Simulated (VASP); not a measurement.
## Y: single point with PBEsol

The system is Y.

```xyz
2
Lattice="3.5663 0.0000 0.0000 -1.7832 3.0885 0.0000 0.0000 0.0000 5.6033" Properties=species:S:1:pos:R:3 pbc="T T T"
Y     0.0000    2.0590    1.4008
Y     1.7832    1.0295    4.2024
```

```
Program             : VASP 6.6.1
Task                : single point
Functional          : PBEsol
Potentials or basis : VASP PAW PBE potentials, release 64 (Y_sv)
Cutoff              : 520 eV
k mesh              : 7 × 7 × 4
Occupations         : methfessel-paxton, width 0.05 eV
Spin                : no spin polarisation
```

| Quantity | Value |
| --- | --- |
| Pressure | 0.7 GPa |
| Band gap on the k mesh | zero (bands 11 and 12 overlap by 1.54 eV) |

Stress tensor (GPa, compression positive):
```
0.90 0.00 0.00
0.00 0.90 0.00
0.00 0.00 0.36
```

Levels at points of the mesh, in eV from the Fermi level:
| k point | band 6 | band 7 | band 8 | band 9 | band 10 | band 11 | band 12 | band 13 | band 14 | band 15 |
| --- | --- | --- | --- | --- | --- | --- | --- | --- | --- | --- |
| (0.00, 0.00, 0.00) | -22.18 | -22.18 | -22.12 | -4.83 | -2.01 | 1.07 | 1.75 | 1.75 | 2.07 | 2.40 |
| (0.00, 0.00, 0.50) | -22.23 | -22.23 | -22.23 | -3.32 | -3.32 | 0.93 | 0.93 | 1.67 | 1.67 | 1.67 |

Run time: 28 s on 1 thread of Intel(R) Xeon(R) Platinum 8559C (Emerald Rapids) (shared host), peak memory 0.19 GiB.

Caveat: the PAW data sets were made with another functional, which shifts forces and pressure a little.
